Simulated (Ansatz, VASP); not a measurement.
**Zr2H6Pb in VASP and in Ansatz**

```
Zr H Pb
1.0
     0.00000    3.93687    3.93687
     3.93687    0.00000    3.93687
     3.93687    3.93687    0.00000
Zr H Pb
2 6 1
Direct
  0.75000 0.75000 0.75000
  0.25000 0.25000 0.25000
  0.50000 0.00000 0.00000
  0.00000 0.50000 0.50000
  0.00000 0.50000 0.00000
  0.50000 0.00000 0.50000
  0.00000 0.00000 0.50000
  0.50000 0.50000 0.00000
  0.00000 0.00000 0.00000
```

Change from the starting cell: ordered vacancies on the A sites of perovskite (Fm-3m, No. 225).

Alike in both runs: task single point; functional PBE; k mesh 4 × 4 × 4; occupations gaussian, width 0.1 eV; collinear spin.

```csv
,VASP,Ansatz
version,VASP 6.6.1,Ansatz 0.2.0
potentials or method,"VASP PAW PBE potentials, release 64 (Zr_sv, H, Pb_d), cutoff 520 eV","scalar-relativistic, plane waves, PAW"
valence electrons in the cell,44,44
```

Ansatz gave:

```
gap on the k mesh at the Fermi level (eV) : none
pressure (GPa)                            : 0.0
net moment per atom (μB)                  : 0.00
```

Question: What did VASP give for the same quantities?

Answer: gap on the k mesh at the Fermi level (eV): none; pressure (GPa): -0.1; net moment per atom (μB): 0.00.

A gap of «none» marks a metal or a gap that the smearing closes. With one functional, cell and mesh, what is left measures potentials, basis and numerics. Ansatz's warnings: seeded moment not kept.

Spin-orbit coupling is off throughout.
